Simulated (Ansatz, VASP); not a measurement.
**One calculation of Mg7Se, two programs**

```
CELL_PARAMETERS angstrom
3.52723 0.00000 0.00000
-1.76362 3.05467 0.00000
0.00000 0.00000 17.77562
ATOMIC_POSITIONS crystal
Mg 0.33333 0.66667 0.36560
Mg 0.00000 0.00000 0.50000
Mg 0.66667 0.33333 0.63440
Mg 0.66667 0.33333 0.90426
Mg 0.00000 0.00000 0.76728
Mg 0.33333 0.66667 0.09574
Mg 0.00000 0.00000 0.23272
Se 0.00000 0.00000 0.00000
```

Alike in both runs: functional PBE; k mesh 6 × 6 × 1; occupations gaussian, width 0.2 eV; no spin polarisation.

Ansatz relaxed the structure, and its values are those at the end. VASP's run is a single point on that final structure, the one shown.

```csv
,VASP,Ansatz
version,VASP 6.6.1,Ansatz 0.2.0
potentials or method,"VASP PAW PBE potentials, release 64 (Mg, Se), cutoff 520 eV","scalar-relativistic, plane waves, PAW"
valence electrons in the cell,20,86
```

Ansatz gave:

* gap on the k mesh at the Fermi level (eV): none
* pressure (GPa): 0.5
* rms of the force components (eV/Å): 0.011

What did VASP give for the same quantities?

gap on the k mesh at the Fermi level (eV): none; pressure (GPa): 0.4; rms of the force components (eV/Å): 0.011.

A gap of «none» marks a metal or a gap that the smearing closes. The functional is the same, so the differences come from potentials, cutoffs and numerics. VASP's potentials hold 20 valence electrons a cell and Ansatz's 86, so a difference there can come from the potentials and not from the codes.
